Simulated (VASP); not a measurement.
Write the native input for VASP 6.6.1 that does the following.

- Task: relaxation of cell and atoms
- Functional: r2SCAN
- Potentials or basis: VASP PAW PBE potentials, release 64 (H, C, I)
- Cutoff: 600 eV
- k mesh: 6 × 6 × 6
- Occupations: gaussian, width 0.02 eV
- Spin: no spin polarisation
- Dipole correction: no
- Further INCAR settings: ALGO = Normal; EDIFF = 1e-06; IBRION = 2; EDIFFG = -0.02; NSW = 70; ISIF = 3

H2CI2:

```
H C I
1.0
     0.00000    6.39999    2.33566
     3.59943    0.00000    2.33566
     3.59943    6.39999    0.00000
H C I
2 1 2
Cartesian
  4.5066 6.4000 4.0305
  2.6923 6.4000 4.0305
  3.5994 6.4000 4.6384
  3.5994 8.1898 1.1618
  3.5994 4.6102 1.1618
```

These files were run (other wordings do the same):

POSCAR

```
H2CI2
1.0
    0.0000000000      6.3999920768      2.3356582103
    3.5994338446      0.0000000000      2.3356582103
    3.5994338446      6.3999920768      0.0000000000
H C I
2 1 2
Direct
    0.7368029919      0.9888324569      0.2631970081
    0.9888324569      0.7368029919      0.0111675431
    0.9929460097      0.9929460097      0.0070539903
    0.3885491671      0.1088893744      0.8911106256
    0.1088893744      0.3885491671      0.6114508329
```

INCAR.step1

```
ALGO = Normal
EDIFF = 1E-4
ENCUT = 600
GGA = PE
ISMEAR = 0
LASPH = True
LCHARG = False
LREAL = False
LWAVE = True
NELM = 100
PREC = Accurate
SIGMA = 0.02
```

INCAR.step2

```
ALGO = Normal
EDIFF = 1E-6
EDIFFG = -0.02
ENCUT = 600
IBRION = 2
ISIF = 3
ISMEAR = 0
ISTART = 1
LASPH = True
LCHARG = False
LMIXTAU = True
LREAL = False
LWAVE = False
METAGGA = R2SCAN
NELM = 100
NSW = 70
PREC = Accurate
SIGMA = 0.02
```

KPOINTS

```
k-points
0
Gamma
  6 6 6
```

Potentials or basis: VASP PAW PBE potentials, release 64 (H, C, I).

Run with:

```sh
$ cat potpaw_PBE.64/H/POTCAR potpaw_PBE.64/C/POTCAR potpaw_PBE.64/I/POTCAR > POTCAR
$ cp INCAR.step1 INCAR
$ mpirun -np 1 vasp_std > vasp.out
$ cp INCAR.step2 INCAR
$ mpirun -np 1 vasp_std > vasp.out
```

Results of the run:

| Property | Result |
| --- | --- |
| Relaxed volume | 23.58 Å³/atom |
| Relaxed cell | a = 7.020 Å, b = 4.432 Å, c = 7.579 Å, α = 65.55°, β = 35.08°, γ = 79.36° |
| Space group after relaxing (to 0.1 Å) | Fmm2 (No. 42) |
| Energy gained by relaxing | 5.4 meV/atom |
| Ionic steps | 16 |
| Pressure after relaxing | 0.0 GPa |
| Largest force after relaxing | 0.020 eV/Å |
| Band gap on the k mesh | 3.21 eV (least direct gap 3.28 eV) |

Caveat: the PAW data sets were made with another functional, which shifts forces and pressure a little; spin-orbit coupling is left out, which moves the levels of the heavy elements.

Run time: 45 min on 1 thread of AMD EPYC 9R45 96-Core Processor (Zen 5), with other jobs on the host, peak memory 0.41 GiB.
